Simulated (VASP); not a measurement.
SnSe:

```
Sn Se
1.0
     3.82742    0.00000    0.00000
    -1.91371    3.31464    0.00000
     0.00000    0.00000    6.23870
Sn Se
2 2
Direct
  0.00000 0.00000 0.00000
  0.00000 0.00000 0.50000
  0.33333 0.66667 0.25000
  0.66667 0.33333 0.75000
```

* Program: VASP 6.6.1
* Task: relaxation of cell and atoms
* Functional: PBE
* Potentials or basis: VASP PAW PBE potentials, release 64 (Sn_d, Se)
* Cutoff: 600 eV
* k mesh: 12 × 12 × 4
* Occupations: fermi-dirac, width 0.02 eV
* Spin: no spin polarisation

At the start: pressure 37.9 GPa; volume 19.79 Å³/atom.

Problem. Where does the relaxation end?

Solution. Over 12 steps the energy falls by 778.5 meV/atom and the volume is 28.23 Å³/atom (+42.7 %); space group P6_3/mmc (No. 194, to 0.05 Å).

Step by step:
```tsv
step	energy change (eV)	largest force (eV/Å)	pressure (GPa)	volume (Å³)
1	0.0000	0.0000	37.91	79.15
2	-2.2637	0.0000	-6.78	145.73
3	-3.0776	0.0000	0.04	114.31
4	-3.0773	0.0000	-0.27	115.10
5	-3.0911	0.0000	-0.31	114.95
6	-3.1112	0.0000	-0.46	114.37
7	-3.1119	0.0000	-0.49	114.26
8	-3.1125	0.0000	0.44	112.00
9	-3.1138	0.0000	0.01	113.01
10	-3.1138	0.0000	0.02	112.99
11	-3.1139	0.0000	0.02	112.96
12	-3.1139	0.0000	0.01	112.91
```

Final structure:
```
Sn Se
1.0
     4.16688    0.00000    0.00000
    -2.08344    3.60863    0.00000
     0.00000    0.00000    7.50924
Sn Se
2 2
Direct
  0.00000 0.00000 0.00000
  0.00000 0.00000 0.50000
  0.33333 0.66667 0.25000
  0.66667 0.33333 0.75000
```

Caveat: the volume moved by over 15 % at a fixed basis, so the end points are rough.
